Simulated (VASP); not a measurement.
A run of VASP 6.6.1:

Contents of INCAR:

```
SYSTEM = TiCd2P2
PREC = Accurate
ENCUT = 630
EDIFF = 1E-6
ISMEAR = 0
SIGMA = 0.1
LREAL = .False.
LASPH = .True.
NELM = 120
ALGO = Normal
ISIF = 2
LWAVE = .False.
LCHARG = .False.
GGA = PE
NBANDS = 39
GGA_COMPAT = .False.
```

KPOINTS

```
regular mesh
0
Gamma
  4 4 4
  0 0 0
```

Contents of POSCAR:

```
TiCd2P2
1.0
    3.8310394434      0.0000000000      0.0000000000
    0.0000000000      3.8310394434      0.0000000000
    0.0000000000      0.0000000000      6.8141291669
Ti Cd P
1 2 2
Direct
    0.5000000000      0.5000000000      0.5000000000
    0.0000000000      0.0000000000      0.7131488067
    0.0000000000      0.0000000000      0.2868511933
    0.5000000000      0.5000000000      0.1552552625
    0.5000000000      0.5000000000      0.8447447375
```

Potentials or basis: VASP PAW PBE potentials, release 64 (Ti_sv, Cd_sv_GW, P).

Run with:

```sh
$ cat potpaw_PBE.64/Ti_sv/POTCAR potpaw_PBE.64/Cd_sv_GW/POTCAR potpaw_PBE.64/P/POTCAR > POTCAR
$ mpirun -np 1 vasp_std > vasp.out
```

Hardware: 1 thread of Intel(R) Xeon(R) 6975P-C (Granite Rapids), with other jobs on the host.

Task: How long does it take, and how much memory?

Result: Run time: 76 s on 1 thread of Intel(R) Xeon(R) 6975P-C (Granite Rapids), with other jobs on the host, peak memory 0.29 GiB. Counts: scf iterations 17, k points 18.
